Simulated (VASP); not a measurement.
The system is Pb2O.

```xyz
3
Lattice="4.3585 0.0000 0.0000 -2.1793 3.7746 0.0000 0.0000 0.0000 4.2698" Properties=species:S:1:pos:R:3 pbc="T T T"
Pb    0.0000    2.5164    2.1349
Pb    2.1793    1.2582    2.1349
O     0.0000    0.0000    0.0000
```

```yaml
Program: VASP 6.6.1
Task: relaxation of cell and atoms
Functional: PBE
Potentials_or_basis: VASP PAW PBE potentials, release 64 (Pb_d, O)
Cutoff: 600 eV
k_mesh: 6 × 6 × 4
Occupations: gaussian, width 0.1 eV
Spin: no spin polarisation
```

At the start: pressure 20.7 GPa; volume 23.41 Å³/atom.

Task: How do energy, volume and symmetry change on relaxing?

Result: Over 33 steps the energy falls by 766.3 meV/atom and the volume is 23.70 Å³/atom (+1.2 %); space group P6/mmm (No. 191, to 0.05 Å).

The path:
```
step  energy change (eV)  largest force (eV/Å)  pressure (GPa)  volume (Å³)
   1              0.0000                0.0000           20.71        70.24
   2             -1.4251                0.0000           -6.84       102.94
   3             -1.8655                0.0000           -2.16        88.58
   4             -1.8660                0.0000           -2.36        88.96
   5             -1.9977                0.0000           -2.03        84.64
   6             -2.1931                0.0000           -0.58        75.92
   7             -1.7585                0.0000           16.58        58.74
   8             -2.2197                0.0000            0.07        73.76
   9             -2.2259                0.0000            1.13        71.38
  10             -2.2265                0.0000            0.94        71.81
  11             -2.2265                0.0000            0.76        72.18
  12             -2.2326                0.0000           -0.45        73.40
  13             -2.2326                0.0000           -0.38        73.32
  14             -2.2359                0.0000           -0.36        72.87
  15             -2.2479                0.0000           -0.02        71.48
  16             -2.2701                0.0000            2.00        68.56
  17             -1.3147                0.0000           17.31        62.09
  18             -2.2704                0.0000            2.09        68.46
  19             -2.2704                0.0000            2.50        68.05
  20             -2.2707                0.0000            2.37        68.18
  21             -2.2709                0.0000            2.39        68.16
  22             -2.2714                0.0000            2.46        68.09
  23             -2.2716                0.0000            2.65        67.94
  24             -2.2717                0.0000            2.59        67.99
  25             -2.2723                0.0000            2.55        68.03
  26             -2.2740                0.0000            2.47        68.12
  27             -2.2772                0.0000            2.30        68.30
  28             -2.2829                0.0000            1.98        68.68
  29             -2.2916                0.0000            1.35        69.42
  30             -2.2986                0.0000            0.22        70.93
  31             -2.2986                0.0000            0.18        70.99
  32             -2.2987                0.0000            0.15        71.02
  33             -2.2990                0.0000            0.05        71.11
```

Final structure:
```yaml
crystal:
  lattice:
    - [5.26555, 0.00000, 0.00000]
    - [-2.63277, 4.56010, 0.00000]
    - [0.00000, 0.00000, 2.96151]
  atoms:
    - { symbol: Pb, position: [0.33333, 0.66667, 0.50000] }
    - { symbol: Pb, position: [0.66667, 0.33333, 0.50000] }
    - { symbol: O, position: [0.00000, 0.00000, 0.00000] }
```

Caveat: the k points lie up to 0.53 Å⁻¹ apart in the final cell.
